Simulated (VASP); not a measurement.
# GaP (F-43m) in VASP: a series of runs

GaP is run at these levels: r2SCAN+D4, r2SCAN+D3(BJ); tasks: single point.

Program: VASP 6.6.1. These are calculated values, not measurements. Logs are shortened: lines on timing, memory, paths and dates and some standing lists are left out, and cuts for length are marked.

## (1) The cell of the first run

Symmetry: F-43m, No. 216, cubic system. Conventional cell: a = 5.502 Å, b = 5.502 Å, c = 5.502 Å, α = 90.00°, β = 90.00°, γ = 90.00°. Ga (site symmetry -43m) has 4 P at 2.38 Å within 3.1 Å. P (site symmetry -43m) has 4 Ga at 2.38 Å within 3.1 Å.

## (2) Single point, r2SCAN+D4 (volume scaled by 1.04)

POSCAR reads:

```
GaP
1.0
    0.0000000000      2.7508023228      2.7508023228
    2.7508023228      0.0000000000      2.7508023228
    2.7508023228      2.7508023228      0.0000000000
Ga P
1 1
Direct
    0.0000000000      0.0000000000      0.0000000000
    0.7500000000      0.7500000000      0.7500000000
```

INCAR.step1 reads:

```
ALGO = Normal
EDIFF = 1E-4
ENCUT = 520
GGA = PE
ISMEAR = 0
LASPH = T
LCHARG = F
LREAL = F
LWAVE = T
NBANDS = 16
NELM = 60
PREC = Accurate
SIGMA = 0.05
```

INCAR.step2 reads:

```
ALGO = Normal
EDIFF = 1E-6
ENCUT = 520
ISIF = 2
ISMEAR = 0
ISTART = 1
IVDW = 13
LASPH = T
LCHARG = F
LMIXTAU = T
LREAL = F
LWAVE = F
METAGGA = R2SCAN
NBANDS = 16
NELM = 60
PREC = Accurate
SIGMA = 0.05
VDW_A1 = 0.51559235
VDW_A2 = 5.77342911
VDW_S6 = 1.0
VDW_S8 = 0.6018749
```

KPOINTS reads:

```
k-points
0
Gamma
  8 8 8
```

Potentials or basis: VASP PAW PBE potentials, release 64 (Ga_d, P).

The run is started by

```sh
$ cat potpaw_PBE.64/Ga_d/POTCAR potpaw_PBE.64/P/POTCAR > POTCAR
$ cp INCAR.step1 INCAR
$ mpirun -np 1 vasp_std > vasp.out
$ cp INCAR.step2 INCAR
$ mpirun -np 1 vasp_std > vasp.out
```

OUTCAR:

```text
EDIFF = 1E-6
   ENCUT = 520
   ISIF = 2
   ISMEAR = 0
   ISTART = 1
   IVDW = 13
   LASPH = T
   LREAL = F
   METAGGA = R2SCAN
   NELM = 60
   PREC = Accurate

 ion  position               nearest neighbor table
   1  0.000  0.000  0.000-   2 2.38   2 2.38   2 2.38   2 2.38
   2  0.750  0.750  0.750-   1 2.38   1 2.38   1 2.38   1 2.38

  LATTYP: Found a face centered cubic cell.
 ALAT       =     5.5016046456

  Lattice vectors:

 A1 = (   0.0000000000,   2.7508023228,   2.7508023228)
 A2 = (   2.7508023228,   0.0000000000,   2.7508023228)
 A3 = (   2.7508023228,   2.7508023228,   0.0000000000)

Analysis of symmetry for initial positions (statically):
=====================================================================
 Subroutine PRICEL returns:
 Original cell was already a primitive cell.

 Routine SETGRP: Setting up the symmetry group for a
 face centered cubic supercell.

 Subroutine GETGRP returns: Found 24 space group operations
 (whereof 24 operations were pure point group operations)
 out of a pool of 48 trial point group operations.

The static configuration has the point symmetry T_d .

Analysis of symmetry for dynamics (positions and initial velocities):
=====================================================================
 Subroutine PRICEL returns:
 Original cell was already a primitive cell.

 Routine SETGRP: Setting up the symmetry group for a
 face centered cubic supercell.

 Subroutine GETGRP returns: Found 24 space group operations
 (whereof 24 operations were pure point group operations)
 out of a pool of 48 trial point group operations.

The dynamic configuration has the point symmetry T_d .

 Subroutine INISYM returns: Found 24 space group operations
 (whereof 24 operations are pure point group operations),
 and found     1 'primitive' translations

----------------------------------------------------------------------------------------

                                     Primitive cell

  volume of cell :      41.6302

  direct lattice vectors                    reciprocal lattice vectors
     0.000000000  2.750802323  2.750802323    -0.181765151  0.181765151  0.181765151
     2.750802323  0.000000000  2.750802323     0.181765151 -0.181765151  0.181765151
     2.750802323  2.750802323  0.000000000     0.181765151  0.181765151 -0.181765151

  length of vectors
     3.890221952  3.890221952  3.890221952     0.314826477  0.314826477  0.314826477

  position of ions in fractional coordinates (direct lattice)
[... 79 lines left out ...]
   EDIFF  = 0.1E-05   stopping-criterion for ELM
   LREAL  =      F    real-space projection
   EDIFFG = 0.1E-04   stopping-criterion for IOM
   NSW    =      0    number of steps for IOM
   IBRION =     -1    ionic relax: 0-MD 1-quasi-New 2-CG
   NFREE  =      0    steps in history (QN), initial steepest desc. (CG)
   ISIF   =      2    stress and relaxation
   ISYM   =      2    0-nonsym 1-usesym 2-fastsym
   POTIM  = 0.5000    time-step for ionic-motion
   TEBEG  =    0.0;   TEEND  =   0.0 temperature during run
   PSTRESS=    0.0 pullay stress
   NELECT =      18.0000    total number of electrons
   NUPDOWN=      -1.0000    fix difference up-down
   EMIN   =  10.00;   EMAX   =-10.00  energy-range for DOS
   EFERMI =   0.00;   METHOD = LEGACY
   ISMEAR =     0;   SIGMA  =   0.05  broadening in eV -4-tet -1-fermi 0-gaus
   EFERMI_NEDOS =   21; number of points for ismear=-14 and -15
   IALGO  =     38    algorithm
   IMIX   =      4    mixing-type and parameters
     AMIX     =   0.40;   BMIX     =  1.00
     AMIX_MAG =   1.60;   BMIX_MAG =  1.00
  volume/ion in A,a.u.               =      20.82       140.47
  Fermi-wavevector in a.u.,A,eV,Ry     =   1.237931  2.339350 20.850548  1.532472
  Thomas-Fermi vector in A             =   2.372477
   LORBIT       =      0    0 simple, 1 ext, 2 COOP (PROOUT), +10 PAW based schemes
   METAGGA = R2SCAN    functional components
   LHFCALC =     F    Hartree Fock is set to
   AEXX    =    0.0000 exact exchange contribution
   IVDW    =    13    specifies the selected vdW correction
   LEPSILON=     F    determine dielectric tensor
   LRPA    =     F    only Hartree local field effects (RPA)
 non-spin polarized calculation
 Gauss-broadening in eV      SIGMA  =   0.05
  energy-cutoff  :      520.00
  volume of cell :       41.63
 maximum number of plane-waves:      1139
 NGX is ok and might be reduce to    30
   NGX = 15   NGY = 15   NGZ = 15

 number of electron      18.0000002 magnetization

 Free energy of the ion-electron system (eV)
  ---------------------------------------------------
  ext. energy  EPLUGINS =         0.00000000
  ---------------------------------------------------
  free energy    TOTEN  =       -21.45441736 eV

  energy without entropy =      -21.45441736  energy(sigma->0) =      -21.45441736

 E-fermi :   4.4100     XC(G=0): -10.4129

 val. band max:        4.1783565247   @ k =   0.0000   0.0000   0.0000
 cond. band min:       6.1209654855   @ k =   0.3750   0.3750   0.0000
 fundamental gap:      1.9426089608
 Fermi energy:         4.4100356193

 k-point     1 :       0.0000    0.0000    0.0000
  band No.  band energies     occupation
      1     -10.7674      2.00000
      2     -10.7674      2.00000
      3     -10.7674      2.00000
      4     -10.6625      2.00000
      5     -10.6625      2.00000
      6      -8.6293      2.00000
[... 433 lines left out ...]
      3     -10.7249      2.00000
      4     -10.6673      2.00000
      5     -10.6554      2.00000
      6      -6.1556      2.00000
[... 8 lines left out ...]
     15      16.7406      0.00000
     16      17.2563      0.00000

 [... further k-points ...]

------------------------ aborting loop because EDIFF is reached ----------------------------------------

  DFT-D4 for vdW energy calculation

  Edisp (eV):   -0.28394

  FORCE on cell =-STRESS in cart. coord.  units (eV):
  Direction    XX          YY          ZZ          XY          YZ          ZX
  --------------------------------------------------------------------------------------
  -------------------------------------------------------------------------------------
  Total      -0.86771    -0.86771    -0.86771     0.00000     0.00000    -0.00000
  in kB     -33.39471   -33.39471   -33.39471     0.00000     0.00000    -0.00000
  external pressure =      -33.39 kB  Pullay stress =        0.00 kB

 VOLUME and BASIS-vectors are now :
 -----------------------------------------------------------------------------
  energy-cutoff  :      520.00
  volume of cell :       41.63
      direct lattice vectors                 reciprocal lattice vectors
     0.000000000  2.750802323  2.750802323    -0.181765151  0.181765151  0.181765151
     2.750802323  0.000000000  2.750802323     0.181765151 -0.181765151  0.181765151
     2.750802323  2.750802323  0.000000000     0.181765151  0.181765151 -0.181765151

 POSITION                                       TOTAL-FORCE (eV/Angst)
 -----------------------------------------------------------------------------------
      0.00000      0.00000      0.00000        -0.000000      0.000000     -0.000000
      4.12620      4.12620      4.12620         0.000000     -0.000000      0.000000
 -----------------------------------------------------------------------------------
    total drift:                               -0.000006     -0.000006     -0.000006

  FREE ENERGIE OF THE ION-ELECTRON SYSTEM (eV)
  ---------------------------------------------------
  free  energy   TOTEN  =       -21.7383563719 eV

  energy  without entropy=      -21.7383563719  energy(sigma->0) =      -21.73835637
```

Run time: 2 min. Hardware: 1 thread of AMD EPYC 7R13, shared host; peak memory 0.15 GiB.

What came out:

* Free energy: -21.7384 eV
* Pressure: -3.3 GPa
* Band gap on the k mesh: 1.94 eV, indirect (least direct gap 2.10 eV)
* Dispersion energy per atom: -0.142 eV

Levels at points of the mesh, in eV from the valence-band top:
```csv
k point,band 7,band 8,band 9,band 10,band 11,band 12
"(0.00, 0.00, 0.00)",0.00,0.00,0.00,2.10,4.20,4.20
"(0.50, 0.00, 0.00)",-6.68,-1.13,-1.13,1.95,5.06,5.06
"(0.50, 0.50, 0.00)",-6.82,-2.70,-2.70,1.97,2.12,11.13
```

Caveat: the PAW data sets were made with another functional, which shifts forces and pressure a little. A k mesh can miss the band edges.

## (3) Single point, r2SCAN+D3(BJ) (volume scaled by 1.04)

POSCAR reads:

```
GaP
1.0
    0.0000000000      2.7519893758      2.7519893758
    2.7519893758      0.0000000000      2.7519893758
    2.7519893758      2.7519893758      0.0000000000
Ga P
1 1
Direct
    0.0000000000      0.0000000000      0.0000000000
    0.7500000000      0.7500000000      0.7500000000
```

INCAR.step1 reads:

```
PREC = Accurate
ENCUT = 520
ISMEAR = 0
SIGMA = 0.05
LREAL = F
LASPH = T
NELM = 80
NBANDS = 16
GGA = PE
ALGO = Normal
EDIFF = 1E-4
LWAVE = T
LCHARG = F
```

INCAR.step2 reads:

```
PREC = Accurate
ENCUT = 520
EDIFF = 1E-6
ISMEAR = 0
SIGMA = 0.05
LREAL = F
LASPH = T
NELM = 80
ALGO = Normal
ISIF = 2
LWAVE = F
LCHARG = T
METAGGA = R2SCAN
LMIXTAU = T
IVDW = 12
VDW_S6 = 1.0
VDW_S8 = 0.78981345
VDW_A1 = 0.49484001
VDW_A2 = 5.73083694
LELF = T
LVHAR = T
NBANDS = 16
ISTART = 1
```

KPOINTS reads:

```
Automatic mesh
0
Gamma
  8 8 8
```

Potentials or basis: VASP PAW PBE potentials, release 64 (Ga_d, P).

The run is started by

```sh
$ cat potpaw_PBE.64/Ga_d/POTCAR potpaw_PBE.64/P/POTCAR > POTCAR
$ cp INCAR.step1 INCAR
$ mpirun -np 1 vasp_std > vasp.out
$ cp INCAR.step2 INCAR
$ mpirun -np 1 vasp_std > vasp.out
```

Wall time 2.1 min (1 thread of AMD EPYC 7R13, shared host); peak memory 0.16 GiB.

Results (log left out):

* Free energy: -21.7435 eV
* Pressure: -3.6 GPa
* Band gap on the k mesh: 1.94 eV, indirect (least direct gap 2.09 eV)
* Dispersion energy per atom: -0.145 eV

Levels at points of the mesh, in eV from the valence-band top:
```
           k point  band 6  band 7  band 8  band 9  band 10  band 11  band 12  band 13
(0.00, 0.00, 0.00)  -12.80    0.00    0.00    0.00     2.09     4.20     4.20     4.20
(0.50, 0.00, 0.00)  -10.74   -6.67   -1.12   -1.12     1.94     5.06     5.06     8.76
(0.50, 0.50, 0.00)   -9.84   -6.82   -2.69   -2.69     1.97     2.12    11.12    11.12
```

Caveat: three body term missing; the PAW data sets were made with another functional, which shifts forces and pressure a little.
